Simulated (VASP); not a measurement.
# Na3Se2 (R-3m) in VASP: a series of runs

Runs on Na3Se2. Level: PBE. Tasks: single point, relaxation of cell and atoms.

All numbers are computed with VASP 6.6.1; they aren't measurements. Logs are shortened: lines on timing, memory, paths and dates and some standing lists are left out, and cuts for length are marked.

## Step 1: The cell of the first run

It takes space group R-3m (No. 166, trigonal). The conventional cell has a = 4.825 Å, b = 4.825 Å, c = 18.770 Å, α = 90.00°, β = 90.00°, γ = 120.00°. Within 4.3 Å of Na (site symmetry -3m) lie 6 Se at 3.19 Å and 8 Na at 3.45 to 4.22 Å. Na (site symmetry 3m) has 4 Se at 2.83 to 3.58 Å and 6 Na at 3.45 to 3.54 Å within 3.7 Å. Se (site symmetry 3m) has 7 Na at 2.83 to 3.58 Å and 1 Se at 3.17 Å within 3.7 Å.

## Step 2: Single point, PBE

Contents of INCAR:

```
  PREC = Accurate
  ENCUT = 520
  EDIFF = 1E-7
  ISMEAR = 0
  SIGMA = 0.1
  LREAL = F
  LASPH = T
  NELM = 60
  ALGO = Normal
  ISIF = 2
  LWAVE = F
  LCHARG = T
  GGA = PE
  LELF = T
  LVHAR = T
  NBANDS = 24
```

Contents of KPOINTS:

```
Automatic mesh
0
Gamma
  6 6 6
```

Contents of POSCAR:

```
Na3Se2
1.0
    2.4123663718      1.3927803741      6.2567829565
   -2.4123663718      1.3927803741      6.2567829565
    0.0000000000     -2.7855607483      6.2567829565
Na Se
3 2
Direct
    0.0000000000      0.0000000000      0.0000000000
    0.2249745513      0.2249745513      0.2249745513
    0.7750254487      0.7750254487      0.7750254487
    0.4156699519      0.4156699519      0.4156699519
    0.5843300481      0.5843300481      0.5843300481
```

Potentials or basis: VASP PAW PBE potentials, release 64 (Na_pv, Se).

Started as:

```
cat potpaw_PBE.64/Na_pv/POTCAR potpaw_PBE.64/Se/POTCAR > POTCAR
mpirun -np 1 vasp_std > vasp.out
```

OUTCAR:

```text
PREC = Accurate
   ENCUT = 520
   EDIFF = 1E-7
   ISMEAR = 0
   LREAL = F
   LASPH = T
   NELM = 60
   ISIF = 2
   GGA = PE

 ion  position               nearest neighbor table
   1  0.000  0.000  0.000-
   2  0.225  0.225  0.225-
   3  0.775  0.775  0.775-
   4  0.416  0.416  0.416-
   5  0.584  0.584  0.584-

  LATTYP: Found a trigonal (rhomboedric) cell.
 ALAT       =     6.8488452784
 COS(alpha) =     0.7518685480

  Lattice vectors:

 A1 = (   2.4123663718,   1.3927803741,   6.2567829565)
 A2 = (  -2.4123663718,   1.3927803741,   6.2567829565)
 A3 = (   0.0000000000,  -2.7855607483,   6.2567829565)

Analysis of symmetry for initial positions (statically):
=====================================================================
 Subroutine PRICEL returns:
 Original cell was already a primitive cell.

 Routine SETGRP: Setting up the symmetry group for a
 trigonal (rhombohedral) supercell.

 Subroutine GETGRP returns: Found 12 space group operations
 (whereof 12 operations were pure point group operations)
 out of a pool of 12 trial point group operations.

The static configuration has the point symmetry D_3d.

Analysis of symmetry for dynamics (positions and initial velocities):
=====================================================================
 Subroutine PRICEL returns:
 Original cell was already a primitive cell.

 Routine SETGRP: Setting up the symmetry group for a
 trigonal (rhombohedral) supercell.

 Subroutine GETGRP returns: Found 12 space group operations
 (whereof 12 operations were pure point group operations)
 out of a pool of 12 trial point group operations.

The dynamic configuration has the point symmetry D_3d.

 Subroutine INISYM returns: Found 12 space group operations
 (whereof 12 operations are pure point group operations),
 and found     1 'primitive' translations

----------------------------------------------------------------------------------------

                                     Primitive cell

  volume of cell :     126.1329

  direct lattice vectors                    reciprocal lattice vectors
     2.412366372  1.392780374  6.256782957     0.207265366  0.119664715  0.053275515
    -2.412366372  1.392780374  6.256782957    -0.207265366  0.119664715  0.053275515
     0.000000000 -2.785560748  6.256782957     0.000000000 -0.239329430  0.053275515

  length of vectors
     6.848845278  6.848845278  6.848845278     0.245187391  0.245187391  0.245187391

  position of ions in fractional coordinates (direct lattice)
     0.000000000  0.000000000  0.000000000
     0.224974551  0.224974551  0.224974551
     0.775025449  0.775025449  0.775025449
     0.415669952  0.415669952  0.415669952
     0.584330048  0.584330048  0.584330048

  ion indices of the primitive-cell ions
   primitive index   ion index
                 1           1
                 2           2
                 3           3
                 4           4
                 5           5

----------------------------------------------------------------------------------------

 KPOINTS: Automatic mesh

Automatic generation of k-mesh.
 Grid dimensions read from file:
 generate k-points for:    6    6    6

 Generating k-lattice:

  Cartesian coordinates                     Fractional coordinates (reciprocal lattice)
     0.034544228  0.019944119  0.008879252     0.166666667  0.000000000  0.000000000
    -0.034544228  0.019944119  0.008879252     0.000000000  0.166666667  0.000000000
     0.000000000 -0.039888238  0.008879252     0.000000000  0.000000000  0.166666667

  Length of vectors
     0.040864565  0.040864565  0.040864565

  Shift w.r.t. Gamma in fractional coordinates (k-lattice)
     0.000000000  0.000000000  0.000000000

 Subroutine IBZKPT returns following result:
 ===========================================

 Found     32 irreducible k-points:

 Following reciprocal coordinates:
            Coordinates               Weight
  0.000000  0.000000  0.000000      1.000000
  0.166667 -0.000000 -0.000000      6.000000
  0.333333 -0.000000 -0.000000      6.000000
  0.500000 -0.000000 -0.000000      3.000000
  0.166667  0.166667 -0.000000      6.000000
  0.333333  0.166667 -0.000000     12.000000
[... 16 lines left out ...]
  0.500000  0.500000  0.166667      6.000000
 -0.333333  0.500000  0.166667     12.000000
 [... further k-points ...]
   k-points           NKPTS =     32   k-points in BZ     NKDIM =     32   number of bands    NBANDS=     24
   number of dos      NEDOS =    301   number of ions     NIONS =      5
   total plane-waves  NPLWV = 157464
   dimension x,y,z NGX =    54 NGY =   54 NGZ =   54
   dimension x,y,z NGXF=   108 NGYF=  108 NGZF=  108
   ions per type =               3   2
   NGX,Y,Z   is equivalent  to a cutoff of  13.11, 13.11, 13.11 a.u.
   NGXF,Y,Z  is equivalent  to a cutoff of  26.22, 26.22, 26.22 a.u.
 SYSTEM =  unknown system
   PREC   = accura    normal or accurate (medium, high low for compatibility)
   ISTART =      0    job   : 0-new  1-cont  2-samecut
   ICHARG =      2    charge: 1-file 2-atom 10-const
   ISPIN  =      1    spin polarized calculation?
   LNONCOLLINEAR =      F non collinear calculations
   LSORBIT =      F    spin-orbit coupling
   LASPH  =      T    aspherical Exc in radial PAW
   ENCUT  =  520.0 eV  38.22 Ry    6.18 a.u.  12.73 12.73 12.73*2*pi/ulx,y,z
   NELM   =     60;   NELMIN=  2; NELMDL= -5     # of ELM steps
   EDIFF  = 0.1E-06   stopping-criterion for ELM
   LREAL  =      F    real-space projection
   EDIFFG = 0.1E-05   stopping-criterion for IOM
   NSW    =      0    number of steps for IOM
   IBRION =     -1    ionic relax: 0-MD 1-quasi-New 2-CG
   NFREE  =      0    steps in history (QN), initial steepest desc. (CG)
   ISIF   =      2    stress and relaxation
   ISYM   =      2    0-nonsym 1-usesym 2-fastsym
   POTIM  = 0.5000    time-step for ionic-motion
   TEBEG  =    0.0;   TEEND  =   0.0 temperature during run
   PSTRESS=    0.0 pullay stress
   NELECT =      33.0000    total number of electrons
   NUPDOWN=      -1.0000    fix difference up-down
   EMIN   =  10.00;   EMAX   =-10.00  energy-range for DOS
   EFERMI =   0.00;   METHOD = LEGACY
   ISMEAR =     0;   SIGMA  =   0.10  broadening in eV -4-tet -1-fermi 0-gaus
   EFERMI_NEDOS =   21; number of points for ismear=-14 and -15
   IALGO  =     38    algorithm
   IMIX   =      4    mixing-type and parameters
     AMIX     =   0.40;   BMIX     =  1.00
     AMIX_MAG =   1.60;   BMIX_MAG =  1.00
  volume/ion in A,a.u.               =      25.23       170.24
  Fermi-wavevector in a.u.,A,eV,Ry     =   1.047056  1.978650 14.916435  1.096327
  Thomas-Fermi vector in A             =   2.181921
   LORBIT       =      0    0 simple, 1 ext, 2 COOP (PROOUT), +10 PAW based schemes
   GGA     = PE    functional components
   LHFCALC =     F    Hartree Fock is set to
   AEXX    =    0.0000 exact exchange contribution
   IVDW    =     0    specifies the selected vdW correction
   LEPSILON=     F    determine dielectric tensor
   LRPA    =     F    only Hartree local field effects (RPA)
 non-spin polarized calculation
 Gauss-broadening in eV      SIGMA  =   0.10
  energy-cutoff  :      520.00
  volume of cell :      126.13
 maximum number of plane-waves:      3416
 NGX is ok and might be reduce to    54
   NGX = 25   NGY = 25   NGZ = 25

 number of electron      32.9999999 magnetization

 Free energy of the ion-electron system (eV)
  ---------------------------------------------------
  ext. energy  EPLUGINS =         0.00000000
  ---------------------------------------------------
  free energy    TOTEN  =       -14.99127609 eV

  energy without entropy =      -14.98005626  energy(sigma->0) =      -14.98566617

 E-fermi :   1.4096     XC(G=0):  -8.0813

 val. band max:        1.3708654942   @ k =   0.3333   0.3333  -0.0000
 cond. band min:       1.4178808272   @ k =   0.3333   0.1667   0.1667
 fundamental gap:      0.0470153330
 Fermi energy:         1.4096418654

 k-point     1 :       0.0000    0.0000    0.0000
  band No.  band energies     occupation
      1     -22.3740      2.00000
      2     -22.3446      2.00000
      3     -22.3390      2.00000
      4     -22.3390      2.00000
      5     -22.3241      2.00000
      6     -22.3000      2.00000
[... 16 lines left out ...]
     23       7.5039      0.00000
     24       7.7505      0.00000

 k-point     2 :       0.1667   -0.0000   -0.0000
  band No.  band energies     occupation
      1     -22.3742      2.00000
      2     -22.3499      2.00000
      3     -22.3397      2.00000
      4     -22.3337      2.00000
      5     -22.3257      2.00000
      6     -22.3007      2.00000
[... 16 lines left out ...]
     23       7.4534      0.00000
     24       7.9808      0.00000

 k-point     3 :       0.3333   -0.0000   -0.0000
  band No.  band energies     occupation
      1     -22.3743      2.00000
      2     -22.3529      2.00000
      3     -22.3408      2.00000
      4     -22.3357      2.00000
      5     -22.3250      2.00000
      6     -22.3019      2.00000
[... 16 lines left out ...]
     23       8.1294      0.00000
     24       8.9382      0.00000
[... 514 lines left out ...]
 k-point    23 :       0.5000    0.5000    0.1667
  band No.  band energies     occupation
      1     -22.3723      2.00000
      2     -22.3538      2.00000
      3     -22.3422      2.00000
      4     -22.3366      2.00000
      5     -22.3256      2.00000
      6     -22.2989      2.00000
[... 16 lines left out ...]
     23       8.3100      0.00000
     24       8.4246      0.00000

 k-point    24 :      -0.3333    0.5000    0.1667
  band No.  band energies     occupation
      1     -22.3724      2.00000
      2     -22.3540      2.00000
      3     -22.3472      2.00000
      4     -22.3340      2.00000
      5     -22.3255      2.00000
      6     -22.3005      2.00000
[... 16 lines left out ...]
     23       8.3044      0.00000
     24       8.7515      0.00000

 [... further k-points ...]

------------------------ aborting loop because EDIFF is reached ----------------------------------------

  FORCE on cell =-STRESS in cart. coord.  units (eV):
  Direction    XX          YY          ZZ          XY          YZ          ZX
  --------------------------------------------------------------------------------------
  -------------------------------------------------------------------------------------
  Total        0.0366049      0.0366049     -0.0097419      0.0000000      0.0000000      0.0000000
  in kB        0.4649668      0.4649668     -0.1237447      0.0000000      0.0000000      0.0000000
  external PRESSURE =       0.2687297 kB  Pullay stress =       0.0000000 kB

 VOLUME and BASIS-vectors are now :
 -----------------------------------------------------------------------------
  energy-cutoff  :      520.00
  volume of cell :      126.13
      direct lattice vectors                 reciprocal lattice vectors
     2.412366372  1.392780374  6.256782957     0.207265366  0.119664715  0.053275515
    -2.412366372  1.392780374  6.256782957    -0.207265366  0.119664715  0.053275515
     0.000000000 -2.785560748  6.256782957     0.000000000 -0.239329430  0.053275515

 POSITION                                       TOTAL-FORCE (eV/Angst)
 -----------------------------------------------------------------------------------
      0.00000      0.00000      0.00000         0.000000      0.000000     -0.000000
      0.00000     -0.00000      4.22285         0.000000     -0.000000      0.005664
      0.00000     -0.00000     14.54750         0.000000      0.000000     -0.005664
      0.00000     -0.00000      7.80227         0.000000     -0.000000      0.003489
      0.00000     -0.00000     10.96808         0.000000      0.000000     -0.003489
 -----------------------------------------------------------------------------------
    total drift:                               -0.000000      0.000000     -0.000000

  FREE ENERGIE OF THE ION-ELECTRON SYSTEM (eV)
  ---------------------------------------------------
  free  energy   TOTEN  =       -14.9912760877 eV

  energy  without entropy=      -14.9800562617  energy(sigma->0) =      -14.98566617
```

Wall time 2.8 min (1 thread of Intel Xeon Platinum 8488C (Sapphire Rapids), shared host); peak memory 0.4 GiB.

Results:

- Free energy: -14.9913 eV
- Pressure: 0.0 GPa
- Largest force: 0.006 eV/Å
- Band gap on the k mesh: zero (an odd number of electrons rules out a gap without spin polarisation)

Forces on the atoms (eV/Å):
```
Na   0.000  0.000  0.000
Na   0.000  0.000  0.006
Na   0.000  0.000 -0.006
Se   0.000  0.000  0.003
Se   0.000  0.000 -0.003
```

## Step 3: Relaxation of cell and atoms, PBE

This run uses another cell than the first one, of 23.20 Å³/atom.

Contents of INCAR:

```
PREC = Accurate
ENCUT = 600
EDIFF = 1E-6
ISMEAR = 0
SIGMA = 0.1
LREAL = False
LASPH = True
NELM = 100
ALGO = Normal
ISIF = 3
LWAVE = False
LCHARG = False
GGA = PE
IBRION = 2
NSW = 90
EDIFFG = -0.04
```

Contents of KPOINTS:

```
regular mesh
0
Gamma
  6 6 6
```

Contents of POSCAR:

```
Na3Se2
1.0
    1.9332182226      1.1161440612      8.9614470974
   -1.9332182226      1.1161440612      8.9614470974
    0.0000000000     -2.2322881224      8.9614470974
Na Se
3 2
Direct
    0.0000000000      0.0000000000      0.0000000000
    0.2095000000      0.2095000000      0.2095000000
    0.7905000000      0.7905000000      0.7905000000
    0.4000000000      0.4000000000      0.4000000000
    0.6000000000      0.6000000000      0.6000000000
```

Potentials or basis: VASP PAW PBE potentials, release 64 (Na_pv, Se).

Started as:

```
cat potpaw_PBE.64/Na_pv/POTCAR potpaw_PBE.64/Se/POTCAR > POTCAR
mpirun -np 1 vasp_std > vasp.out
```

It took 74 min on 1 thread of Intel Xeon Platinum 8488C (Sapphire Rapids), shared host; peak memory 1.1 GiB.

The run converged. Its results:

| Item | Value |
| --- | --- |
| Free energy | -14.9772 eV |
| Relaxed volume | 25.30 Å³/atom |
| Relaxed cell | a = 6.811 Å, b = 6.811 Å, c = 6.811 Å, α = 41.72°, β = 41.72°, γ = 41.72° |
| Space group after relaxing (to 0.1 Å) | R-3m (No. 166) |
| Energy gained by relaxing | 268.9 meV/atom |
| Ionic steps | 18 |
| Pressure after relaxing | 0.0 GPa |
| Largest force after relaxing | 0.027 eV/Å |
| Band gap on the k mesh | zero (an odd number of electrons rules out a gap without spin polarisation) |

Forces on the atoms (eV/Å):
```
Na   0.000  0.000  0.000
Na   0.000  0.000 -0.027
Na   0.000  0.000  0.027
Se   0.000  0.000  0.001
Se   0.000  0.000 -0.001
```

Stress tensor (GPa, compression positive):
```
-0.06  0.00  0.00
 0.00 -0.06  0.00
 0.00  0.00  0.10
```

Step by step:
| step | energy change (eV) | largest force (eV/Å) | pressure (GPa) | volume (Å³) |
| --- | --- | --- | --- | --- |
| 1 | 0.0000 | 0.5496 | 5.17 | 116.02 |
| 2 | -0.3534 | 0.5213 | 1.62 | 129.01 |
| 3 | -0.4597 | 0.5530 | -0.36 | 140.50 |
| 4 | -0.4648 | 0.5768 | -0.69 | 143.35 |
| 5 | -0.5586 | 0.4141 | -0.48 | 143.25 |
| 6 | -0.6723 | 0.1061 | 0.09 | 142.70 |
| 7 | -0.8531 | 0.1702 | 0.57 | 140.25 |
| 8 | -1.1275 | 1.1019 | 0.64 | 129.42 |
| 9 | -1.0709 | 0.1010 | -0.04 | 137.85 |
| 10 | -1.2571 | 0.1257 | -0.33 | 134.15 |
| 11 | -1.2795 | 0.3473 | -0.22 | 131.92 |
| 12 | -1.2801 | 0.2066 | -0.32 | 132.96 |
| 13 | -1.3121 | 0.3415 | -0.10 | 127.94 |
| 14 | -1.3170 | 0.2947 | -0.20 | 129.25 |
| 15 | -1.3416 | 0.0768 | 0.30 | 125.24 |
| 16 | -1.3417 | 0.0562 | 0.36 | 124.87 |
| 17 | -1.3400 | 0.0660 | -0.49 | 128.61 |
| 18 | -1.3444 | 0.0272 | -0.01 | 126.49 |

Final structure:
```
CELL_PARAMETERS angstrom
2.42507 1.40012 6.20887
-2.42507 1.40012 6.20887
0.00000 -2.80023 6.20887
ATOMIC_POSITIONS crystal
Na 0.00000 0.00000 0.00000
Na 0.22915 0.22915 0.22915
Na 0.77085 0.77085 0.77085
Se 0.41539 0.41539 0.41539
Se 0.58461 0.58461 0.58461
```

Levels at points of the mesh, in eV from the Fermi level:
```
           k point  band 12  band 13  band 14  band 15  band 16  band 17  band 18  band 19  band 20
(0.00, 0.00, 0.00)    -3.31    -1.45    -1.45    -1.19    -1.19     0.58     1.11     4.04     6.34
(0.50, 0.00, 0.00)    -3.22    -2.91    -1.60    -1.58    -1.53     0.16     2.95     3.59     4.37
(0.50, 0.50, 0.00)    -2.87    -2.86    -2.09    -1.85    -0.88    -0.37     2.88     4.24     5.64
(0.50, 0.50, 0.50)    -2.25    -1.74    -1.74    -1.23    -0.81    -0.81     2.05     3.24     5.19
```

Caveat: a cell axis changed by over 15 % at a fixed basis, so the end point is rough.
